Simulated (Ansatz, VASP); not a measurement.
## Two plane-wave programs on Cd

```
Cd
1.0
     2.88186    0.00000    0.00000
    -1.44093    2.49577    0.00000
     0.00000    0.00000    5.63837
Cd
2
Direct
  0.33333 0.66667 0.25000
  0.66667 0.33333 0.75000
```

Alike in both runs: task single point; functional LDA; k mesh 21 × 21 × 9; occupations fermi-dirac, width 0.1 eV; no spin polarisation.

|  | VASP | Ansatz |
| --- | --- | --- |
| version | VASP 6.6.1 | Ansatz 0.2.0 |
| potentials or method | VASP PAW LDA potentials, release 64 (Cd), cutoff 520 eV | plane waves (420 eV) with PAW, scalar-relativistic |
| valence electrons in the cell | 24 | 40 |

```tsv
	VASP	Ansatz	Ansatz less VASP
pressure (GPa)	0.8	0.1	-0.71
traceless stress, the component that is largest in VASP (GPa)	-1.41	-1.03	+0.379
```

Ansatz warns that its potentials were made for another functional, while VASP's fit it. LDA's correlation is that of Perdew and Zunger in VASP and of Perdew and Wang (1992) in Ansatz. VASP's potentials hold 24 valence electrons a cell and Ansatz's 40, so a difference there can come from the potentials and not from the codes.
